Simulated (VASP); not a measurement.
SiO2, 12 atoms in the cell. The structure is tetragonal, space group P4_2/mnm (No. 136). Conventional cell: a = 4.235 Å, b = 4.235 Å, c = 2.691 Å, α = 90.00°, β = 90.00°, γ = 90.00°. Within 2.4 Å of Si (site symmetry mmm) lie 6 O at 1.77 to 1.84 Å. O (site symmetry m2m) has 3 Si at 1.77 to 1.84 Å and 1 O at 2.31 Å within 2.4 Å. 

| Item | Value |
| --- | --- |
| Program | VASP 6.6.1 |
| Task | single point |
| Functional | PBE |
| Potentials or basis | VASP PAW PBE potentials, release 64 (Si, O) |
| Cutoff | 520 eV |
| k mesh | 6 × 6 × 6 |
| Occupations | gaussian, width 0.02 eV |
| Spin | no spin polarisation |
| Dipole correction | no |
| Further INCAR settings | ALGO = Normal; EDIFF = 1e-06; NBANDS = 44 |

Potentials or basis: VASP PAW PBE potentials, release 64 (Si, O).

Command:

```console
$ cat potpaw_PBE.64/Si/POTCAR potpaw_PBE.64/O/POTCAR > POTCAR
$ mpirun -np 1 vasp_std > vasp.out
```

Hardware: 1 thread of Intel(R) Xeon(R) 6975P-C (Granite Rapids), on a shared host.

Estimate the wall time of this run.

Run time: 56 s on 1 thread of Intel(R) Xeon(R) 6975P-C (Granite Rapids), on a shared host, peak memory 0.27 GiB. Counts: scf iterations 13, k points 30.
